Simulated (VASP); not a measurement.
WS2 (Tungstenite):

```
W S
1.0
     1.60997    0.92952    6.28421
    -1.60997    0.92952    6.28421
     0.00000   -1.85903    6.28421
W S
1 2
Direct
  0.00000 0.00000 0.00000
  0.58100 0.58100 0.58100
  0.75030 0.75030 0.75030
```

This cell differs from its parent crystal: volume scaled by 1.06.

Base run:

| Quantity | Value |
| --- | --- |
| Program | VASP 6.6.1 |
| Functional | PBE |
| Potentials or basis | VASP PAW PBE potentials, release 64 (W_sv, S) |
| Cutoff | 520 eV |
| k mesh | 10 × 10 × 10 |
| Occupations | fermi-dirac, width 0.05 eV |
| Spin | no spin polarisation |

Its results: band gap on the k mesh 1.12 eV, indirect (least direct gap 2.07 eV); pressure -4.5 GPa; largest force 1.020 eV/Å.

Q: The run is repeated on the same cell with these changes: functional from PBE to LDA; potentials or basis from VASP PAW PBE potentials, release 64 (W_sv, S) to VASP PAW LDA potentials, release 64 (W_sv, S). What comes out?

A: Band gap on the k mesh 1.04 eV, indirect (least direct gap 2.06 eV); pressure -11.6 GPa; largest force 1.418 eV/Å.

Caveats: spin-orbit coupling is left out, which moves the levels of the heavy elements; forces of over 1 eV/Å act on the atoms, so gaps and moduli don't describe the material at rest.

A k mesh can miss the band edges.
